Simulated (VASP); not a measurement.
# CoO (R3m) in VASP: single point with PBEsol+U

Aim: the single point of CoO with PBEsol+U.

All numbers are computed with VASP 6.6.1; they aren't measurements. Logs are shortened: lines on timing, memory, paths and dates and some standing lists are left out, and cuts for length are marked.

### 1 The cell of the first run

Symmetry: R3m, No. 160, trigonal system. Conventional cell: a = 3.328 Å, b = 3.328 Å, c = 7.996 Å, α = 90.00°, β = 90.00°, γ = 120.00°. Within 2.6 Å of Co (site symmetry 3m) lie 4 O at 1.98 to 2.04 Å. Within 2.6 Å of O (site symmetry 3m) lie 4 Co at 1.98 to 2.04 Å.

### 2 Single point, PBEsol+U, collinear spin, antiferromagnetic start

Input file INCAR:

```
PREC     = Accurate       # precision mode
ENCUT    = 520            # plane-wave cutoff, eV
EDIFF    = 1E-6           # SCF threshold, eV
ISMEAR   = 1              # smearing method
SIGMA    = 0.1            # smearing width, eV
LREAL    = F              # projectors in reciprocal space
LASPH    = T              # aspherical terms in the spheres
NELM     = 150            # most SCF steps
ALGO     = Normal         # electronic algorithm
ISIF     = 2              # what is computed and relaxed
LWAVE    = F              # write WAVECAR
LCHARG   = F              # write CHGCAR
ISPIN    = 2              # spin polarisation
MAGMOM   = 1.8 -1.8 0 0   # initial moments
LORBIT   = 11             # projections on sites
LMAXMIX  = 4              # l up to which the mixer works
LDAU     = T              # DFT+U
LDAUTYPE = 2            
LDAUL    = 2 -1           # shell
LDAUU    = 4.5 0          # U, eV
LDAUJ    = 0 0          
LDAUPRINT= 1            
GGA      = PS             # functional
NBANDS   = 27             # bands
```

Input file KPOINTS:

```
regular mesh
0
Gamma
  8 8 8
```

Input file POSCAR:

```
CoO
1.0
    1.6639035800      0.9606529488      5.3305521350
   -1.6639035800      0.9606529488      5.3305521350
    0.0000000000     -1.9213058976      5.3305521350
Co O
2 2
Direct
    0.9994900000      0.9994900000      0.9994900000
    0.4994900000      0.4994900000      0.4994900000
    0.3755000000      0.3755000000      0.3755000000
    0.8755300000      0.8755300000      0.8755300000
```

Potentials or basis: VASP PAW PBE potentials, release 64 (Co, O).

The run is started by

```bash
cat potpaw_PBE.64/Co/POTCAR potpaw_PBE.64/O/POTCAR > POTCAR
mpirun -np 1 vasp_std > vasp.out
```

OUTCAR:

```text
PREC = Accurate
   ENCUT = 520
   EDIFF = 1E-6
   ISMEAR = 1
   LREAL = F
   LASPH = T
   NELM = 150
   ISIF = 2
   ISPIN = 2
   LORBIT = 11
   GGA = PS

 ion  position               nearest neighbor table
   1  0.999  0.999  0.999-   4 1.98   3 2.04   3 2.04   3 2.04
   2  0.499  0.499  0.499-   3 1.98   4 2.04   4 2.04   4 2.04
   3  0.376  0.376  0.376-   2 1.98   1 2.04   1 2.04   1 2.04
   4  0.876  0.876  0.876-   1 1.98   2 2.04   2 2.04   2 2.04

  LATTYP: Found a trigonal (rhomboedric) cell.
 ALAT       =     5.6662346647
 COS(alpha) =     0.8275365003

  Lattice vectors:

 A1 = (   1.6639035800,   0.9606529488,   5.3305521350)
 A2 = (  -1.6639035800,   0.9606529488,   5.3305521350)
 A3 = (   0.0000000000,  -1.9213058976,   5.3305521350)

Analysis of symmetry for initial positions (statically):
=====================================================================
 Subroutine PRICEL returns:
 Original cell was already a primitive cell.

 Routine SETGRP: Setting up the symmetry group for a
 trigonal (rhombohedral) supercell.

 Subroutine GETGRP returns: Found  6 space group operations
 (whereof  6 operations were pure point group operations)
 out of a pool of 12 trial point group operations.

The static configuration has the point symmetry C_3v.

Analysis of symmetry for dynamics (positions and initial velocities):
=====================================================================
 Subroutine PRICEL returns:
 Original cell was already a primitive cell.

 Routine SETGRP: Setting up the symmetry group for a
 trigonal (rhombohedral) supercell.

 Subroutine GETGRP returns: Found  6 space group operations
 (whereof  6 operations were pure point group operations)
 out of a pool of 12 trial point group operations.

The dynamic configuration has the point symmetry C_3v.

Analysis of structural, dynamic, and magnetic symmetry:
=====================================================================
 Subroutine PRICEL returns:
 Original cell was already a primitive cell.

 Routine SETGRP: Setting up the symmetry group for a
 trigonal (rhombohedral) supercell.

 Subroutine GETGRP returns: Found  6 space group operations
 (whereof  6 operations were pure point group operations)
 out of a pool of 12 trial point group operations.

The overall configuration has the point symmetry C_3v.

 Subroutine INISYM returns: Found  6 space group operations
 (whereof  6 operations are pure point group operations),
 and found     1 'primitive' translations

----------------------------------------------------------------------------------------

                                     Primitive cell

  volume of cell :      51.1232

  direct lattice vectors                    reciprocal lattice vectors
     1.663903580  0.960652949  5.330552135     0.300498182  0.173493109  0.062532609
    -1.663903580  0.960652949  5.330552135    -0.300498182  0.173493109  0.062532609
     0.000000000 -1.921305898  5.330552135     0.000000000 -0.346986218  0.062532609

  length of vectors
     5.666234665  5.666234665  5.666233530     0.352575301  0.352575301  0.352575896

  position of ions in fractional coordinates (direct lattice)
     0.999490000  0.999490000  0.999490000
     0.499490000  0.499490000  0.499490000
     0.375500000  0.375500000  0.375500000
     0.875530000  0.875530000  0.875530000

  ion indices of the primitive-cell ions
   primitive index   ion index
                 1           1
                 2           2
                 3           3
                 4           4

----------------------------------------------------------------------------------------

 KPOINTS: regular mesh

Automatic generation of k-mesh.
 Grid dimensions read from file:
[... 95 lines left out ...]
   LHFCALC =     F    Hartree Fock is set to
   AEXX    =    0.0000 exact exchange contribution
   IVDW    =     0    specifies the selected vdW correction
   LEPSILON=     F    determine dielectric tensor
   LRPA    =     F    only Hartree local field effects (RPA)
 spin polarized calculation
 Methfessel and Paxton  Order N= 1 SIGMA  =   0.10
  energy-cutoff  :      520.00
  volume of cell :       51.12
 maximum number of plane-waves:      1403
   NGX = 21   NGY = 21   NGZ = 21

 number of electron      29.9999999 magnetization       0.0000660

atom =   1  type =  1  l = 2

 onsite density matrix

spin component  1

  0.9818  0.0000  0.0000 -0.0084  0.0000
  0.0000  0.9756  0.0000 -0.0000 -0.0084
  0.0000  0.0000  0.9830  0.0000 -0.0000
 -0.0084 -0.0000  0.0000  0.9756  0.0000
  0.0000 -0.0084 -0.0000  0.0000  0.9818

spin component  2

  0.4069 -0.0000  0.0000  0.4133 -0.0000
 -0.0000  0.6561 -0.0000  0.0000  0.4133
  0.0000 -0.0000  0.1205 -0.0000 -0.0000
  0.4133  0.0000 -0.0000  0.6561 -0.0000
 -0.0000  0.4133 -0.0000 -0.0000  0.4069

 occupancies and eigenvectors

  o =  0.0999  v =  0.0000  0.0000  0.0000  0.0000  0.0000 -0.0000  0.5964 -0.0000  0.0000 -0.8027      0.0000  0.0000  0.0000  0.0000  0.0000  0.0000  0.0000  0.0000  0.0000  0.0000
  o =  0.0999  v =  0.0000  0.0000  0.0000  0.0000  0.0000  0.8027  0.0000 -0.0000 -0.5964 -0.0000      0.0000  0.0000  0.0000  0.0000  0.0000  0.0000  0.0000  0.0000  0.0000  0.0000
  o =  0.1205  v =  0.0000  0.0000  0.0000  0.0000  0.0000  0.0000  0.0000  1.0000 -0.0000 -0.0000      0.0000  0.0000  0.0000  0.0000  0.0000  0.0000  0.0000  0.0000  0.0000  0.0000
  o =  0.9631  v =  0.0000  0.0000  0.0000  0.0000  0.0000 -0.0000 -0.8027  0.0000 -0.0000 -0.5964      0.0000  0.0000  0.0000  0.0000  0.0000  0.0000  0.0000  0.0000  0.0000  0.0000
  o =  0.9632  v =  0.0000  0.0000  0.0000  0.0000  0.0000 -0.5964  0.0000 -0.0000 -0.8027  0.0000      0.0000  0.0000  0.0000  0.0000  0.0000  0.0000  0.0000  0.0000  0.0000  0.0000
  o =  0.9698  v =  0.0000  0.8210  0.0001  0.0000  0.5709  0.0000  0.0000  0.0000  0.0000  0.0000      0.0000  0.0000  0.0000  0.0000  0.0000  0.0000  0.0000  0.0000  0.0000  0.0000
  o =  0.9698  v = -0.5710  0.0000  0.0000 -0.8209  0.0000  0.0000  0.0000  0.0000  0.0000  0.0000      0.0000  0.0000  0.0000  0.0000  0.0000  0.0000  0.0000  0.0000  0.0000  0.0000
  o =  0.9830  v =  0.0000 -0.0004  1.0000  0.0000  0.0003  0.0000  0.0000  0.0000  0.0000  0.0000      0.0000  0.0000  0.0000  0.0000  0.0000  0.0000  0.0000  0.0000  0.0000  0.0000
  o =  0.9876  v =  0.0000 -0.5709 -0.0005  0.0000  0.8210  0.0000  0.0000  0.0000  0.0000  0.0000      0.0000  0.0000  0.0000  0.0000  0.0000  0.0000  0.0000  0.0000  0.0000  0.0000
  o =  0.9876  v = -0.8209  0.0000 -0.0000  0.5710 -0.0000  0.0000  0.0000  0.0000  0.0000  0.0000      0.0000  0.0000  0.0000  0.0000  0.0000  0.0000  0.0000  0.0000  0.0000  0.0000

atom =   2  type =  1  l = 2

 onsite density matrix

spin component  1

  0.4069 -0.0000 -0.0000  0.4133 -0.0000
 -0.0000  0.6561 -0.0000  0.0000  0.4133
 -0.0000 -0.0000  0.1204  0.0000 -0.0000
  0.4133  0.0000  0.0000  0.6561  0.0000
 -0.0000  0.4133 -0.0000  0.0000  0.4069

spin component  2

  0.9818 -0.0000 -0.0000 -0.0084 -0.0000
 -0.0000  0.9756  0.0000 -0.0000 -0.0084
 -0.0000  0.0000  0.9830 -0.0000 -0.0000
 -0.0084 -0.0000 -0.0000  0.9756 -0.0000
 -0.0000 -0.0084 -0.0000 -0.0000  0.9818

 occupancies and eigenvectors

  o =  0.0998  v =  0.0000  0.5964 -0.0000 -0.0000 -0.8027  0.0000  0.0000  0.0000  0.0000  0.0000      0.0000  0.0000  0.0000  0.0000  0.0000  0.0000  0.0000  0.0000  0.0000  0.0000
  o =  0.0998  v =  0.8027 -0.0000  0.0000 -0.5964  0.0000  0.0000  0.0000  0.0000  0.0000  0.0000      0.0000  0.0000  0.0000  0.0000  0.0000  0.0000  0.0000  0.0000  0.0000  0.0000
  o =  0.1204  v = -0.0000  0.0000  1.0000  0.0000 -0.0000  0.0000  0.0000  0.0000  0.0000  0.0000      0.0000  0.0000  0.0000  0.0000  0.0000  0.0000  0.0000  0.0000  0.0000  0.0000
  o =  0.9631  v =  0.0000 -0.8027  0.0000  0.0000 -0.5964  0.0000  0.0000  0.0000  0.0000  0.0000      0.0000  0.0000  0.0000  0.0000  0.0000  0.0000  0.0000  0.0000  0.0000  0.0000
  o =  0.9631  v = -0.5964 -0.0000  0.0000 -0.8027 -0.0000  0.0000  0.0000  0.0000  0.0000  0.0000      0.0000  0.0000  0.0000  0.0000  0.0000  0.0000  0.0000  0.0000  0.0000  0.0000
  o =  0.9698  v =  0.0000  0.0000  0.0000  0.0000  0.0000  0.0000 -0.8210 -0.0001  0.0000 -0.5710      0.0000  0.0000  0.0000  0.0000  0.0000  0.0000  0.0000  0.0000  0.0000  0.0000
  o =  0.9698  v =  0.0000  0.0000  0.0000  0.0000  0.0000  0.5711  0.0000  0.0000  0.8209  0.0000      0.0000  0.0000  0.0000  0.0000  0.0000  0.0000  0.0000  0.0000  0.0000  0.0000
  o =  0.9830  v =  0.0000  0.0000  0.0000  0.0000  0.0000  0.0000  0.0004 -1.0000  0.0000 -0.0003      0.0000  0.0000  0.0000  0.0000  0.0000  0.0000  0.0000  0.0000  0.0000  0.0000
  o =  0.9876  v =  0.0000  0.0000  0.0000  0.0000  0.0000  0.0000  0.5710  0.0005  0.0000 -0.8210      0.0000  0.0000  0.0000  0.0000  0.0000  0.0000  0.0000  0.0000  0.0000  0.0000
  o =  0.9876  v =  0.0000  0.0000  0.0000  0.0000  0.0000 -0.8209  0.0000  0.0000  0.5711  0.0000      0.0000  0.0000  0.0000  0.0000  0.0000  0.0000  0.0000  0.0000  0.0000  0.0000

 number of electron      29.9999999 magnetization      -0.0000304

 Free energy of the ion-electron system (eV)
  ---------------------------------------------------
  ext. energy  EPLUGINS =         0.00000000
  ---------------------------------------------------
  free energy    TOTEN  =       -25.04432085 eV

  energy without entropy =      -25.04480238  energy(sigma->0) =      -25.04448136

 E-fermi :   3.7598     XC(G=0): -10.7839

 val. band max:        3.7231366683   @ k =   0.5000   0.5000   0.5000
 cond. band min:       4.8947267355   @ k =   0.0000   0.0000   0.0000
 fundamental gap:      1.1715900672
 Fermi energy:         3.7597793065

 spin component 1

 k-point     1 :       0.0000    0.0000    0.0000
  band No.  band energies     occupation
      1     -13.8642      1.00000
      2     -13.2959      1.00000
      3      -1.9204      1.00000
      4      -1.9204      1.00000
      5      -1.6402      1.00000
      6      -0.9958      1.00000
[... 1433 lines left out ...]
     26      18.1333      0.00000
     27      18.7403      0.00000

 [... further k-points ...]

------------------------ aborting loop because EDIFF is reached ----------------------------------------

  FORCE on cell =-STRESS in cart. coord.  units (eV):
  Direction    XX          YY          ZZ          XY          YZ          ZX
  --------------------------------------------------------------------------------------
  -------------------------------------------------------------------------------------
  Total       -3.7618202     -3.7618027     -3.2180992      0.0000000      0.0000000      0.0000000
  in kB     -117.8936719   -117.8931243   -100.8537111      0.0000000      0.0000000      0.0000000
  external PRESSURE =    -112.2135024 kB  Pullay stress =       0.0000000 kB

 VOLUME and BASIS-vectors are now :
 -----------------------------------------------------------------------------
  energy-cutoff  :      520.00
  volume of cell :       51.12
      direct lattice vectors                 reciprocal lattice vectors
     1.663903580  0.960652949  5.330552135     0.300498182  0.173493109  0.062532609
    -1.663903580  0.960652949  5.330552135    -0.300498182  0.173493109  0.062532609
     0.000000000 -1.921305898  5.330552135     0.000000000 -0.346986218  0.062532609

 POSITION                                       TOTAL-FORCE (eV/Angst)
 -----------------------------------------------------------------------------------
      0.00000      0.00000     15.98350         0.000000      0.000000      0.069924
      0.00000      0.00000      7.98767         0.000000      0.000000      0.068619
      0.00000      0.00000      6.00487         0.000000      0.000000     -0.065771
      0.00000      0.00000     14.00117         0.000000      0.000000     -0.072772
 -----------------------------------------------------------------------------------
    total drift:                               -0.000000      0.000194      0.000992

  FREE ENERGIE OF THE ION-ELECTRON SYSTEM (eV)
  ---------------------------------------------------
  free  energy   TOTEN  =       -25.0443208478 eV

  energy  without entropy=      -25.0448023830  energy(sigma->0) =      -25.04448136

 total charge

# of ion       s       p       d       tot
------------------------------------------
    1        0.334   0.385   7.120   7.839
    2        0.334   0.384   7.120   7.839
    3        1.541   3.421   0.000   4.962
    4        1.541   3.421   0.000   4.962
--------------------------------------------------
tot          3.750   7.611  14.240  25.601

 magnetization (x)

# of ion       s       p       d       tot
------------------------------------------
    1        0.017   0.038   2.649   2.703
    2       -0.017  -0.038  -2.649  -2.703
    3        0.006   0.058   0.000   0.065
    4       -0.006  -0.058   0.000  -0.065
--------------------------------------------------
tot          0.000   0.000  -0.000  -0.000
```

It took 7 min on 1 thread of Intel Xeon Platinum 8259CL at 2.50GHz (Skylake/Cascade Lake), shared host; peak memory 0.39 GiB.

What came out:

```
Free energy                                           : -25.0443 eV
Pressure                                              : -11.2 GPa
Largest force                                         : 0.073 eV/Å
Band gap on the k mesh                                : 1.17 eV
Net moment                                            : 0.00 μB per cell
Site moments                                          : Co +2.70, -2.70; O +0.07, -0.07 μB
Valence electrons inside the program's atomic spheres : Co 7.84; O 4.96
```

Forces in eV/Å, atoms in the order of the input:
```
Co   0.000  0.000  0.070
Co   0.000  0.000  0.069
O    0.000  0.000 -0.066
O    0.000  0.000 -0.073
```

Stress tensor (GPa, compression positive):
```
-11.79   0.00   0.00
  0.00 -11.79   0.00
  0.00   0.00 -10.09
```

Levels at points of the mesh, in eV from the valence-band top:
Spin up:
```tsv
k point	band 11	band 12	band 13	band 14	band 15	band 16	band 17	band 18	band 19	band 20
(0.00, 0.00, 0.00)	-1.40	-1.40	-1.12	-0.15	-0.15	1.17	3.85	4.38	4.38	6.34
(0.50, 0.00, 0.00)	-2.68	-1.83	-1.46	-0.79	-0.46	2.76	3.16	3.81	6.56	6.89
(0.50, 0.50, 0.00)	-2.30	-1.78	-1.40	-0.69	-0.69	2.62	3.45	3.85	6.27	6.44
(0.50, 0.50, 0.50)	-1.63	-1.59	-1.59	0.00	0.00	3.13	3.45	4.37	4.37	4.41
```
Spin down:
| k point | band 13 | band 14 | band 15 | band 16 | band 17 | band 18 |
| --- | --- | --- | --- | --- | --- | --- |
| (0.00, 0.00, 0.00) | -1.12 | -0.15 | -0.15 | 1.17 | 3.85 | 4.38 |
| (0.50, 0.00, 0.00) | -1.46 | -0.79 | -0.46 | 2.77 | 3.16 | 3.81 |
| (0.50, 0.50, 0.00) | -1.40 | -0.69 | -0.69 | 2.62 | 3.45 | 3.85 |
| (0.50, 0.50, 0.50) | -1.59 | 0.00 | 0.00 | 3.13 | 3.45 | 4.37 |

Eigenvalues of the final occupation matrices:
| site | spin | trace | eigenvalues |
| --- | --- | --- | --- |
| site 1 d | 1 | 4.90 | 0.97 0.97 0.98 0.99 0.99 |
| site 1 d | 2 | 2.25 | 0.10 0.10 0.12 0.96 0.96 |
| site 2 d | 1 | 2.25 | 0.10 0.10 0.12 0.96 0.96 |
| site 2 d | 2 | 4.90 | 0.97 0.97 0.98 0.99 0.99 |

Caveat: the cell stands under tension; the PAW data sets were made with another functional, which shifts forces and pressure a little.
